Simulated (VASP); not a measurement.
Write the native input for VASP 6.6.1 that does the following.

| Property | Result |
| --- | --- |
| Task | single point |
| Functional | PBE |
| Potentials or basis | VASP PAW PBE potentials, release 64 (Ag) |
| Cutoff | 520 eV |
| k mesh | 24 × 24 × 6 |
| Occupations | gaussian, width 0.1 eV |
| Spin | no spin polarisation |
| Dipole correction | no |
| Further INCAR settings | ALGO = Fast; EDIFF = 1e-06; NBANDS = 30 |

The structure of Ag lies in POSCAR:

```
Ag
1.0
    2.9342680618      0.0000000000      0.0000000000
   -1.4671340309      2.5411506830      0.0000000000
    0.1916520315      0.0000000000      9.5826015726
Ag
4
Direct
    0.0000000000      0.0000000000      0.0000000000
    0.0000000000      0.0000000000      0.5000000000
    0.3333333334      0.6666666667      0.2500000000
    0.6666666667      0.3333333333      0.7500000000
```

This cell differs from its parent crystal: shear of c along a, cell held: +2.0 %, then relaxed in part.

These files were run (other wordings do the same):

INCAR

```
SYSTEM = Ag
PREC = Accurate
ENCUT = 520
EDIFF = 1E-6
ISMEAR = 0
SIGMA = 0.1
LREAL = .False.
LASPH = .True.
NELM = 100
ALGO = Fast
ISIF = 2
LWAVE = .False.
LCHARG = .False.
GGA = PE
NBANDS = 30
```

KPOINTS

```
Automatic mesh
0
Gamma
  24 24 6
  0 0 0
```

Potentials or basis: VASP PAW PBE potentials, release 64 (Ag).

The run is started by

```sh
$ cat potpaw_PBE.64/Ag/POTCAR > POTCAR
$ mpirun -np 1 vasp_std > vasp.out
```

Results of the run:

```
Pressure               : -0.1 GPa
Band gap on the k mesh : zero (bands 22 and 23 overlap by 6.40 eV)
```

Caveat: the cell differs from its parent crystal (shear of c along a, cell held: +2.0 %, then relaxed in part).

Run time: 29 min on 1 thread of Oxide Virtual Turin-like Processor, with other jobs on the host, peak memory 1.3 GiB.
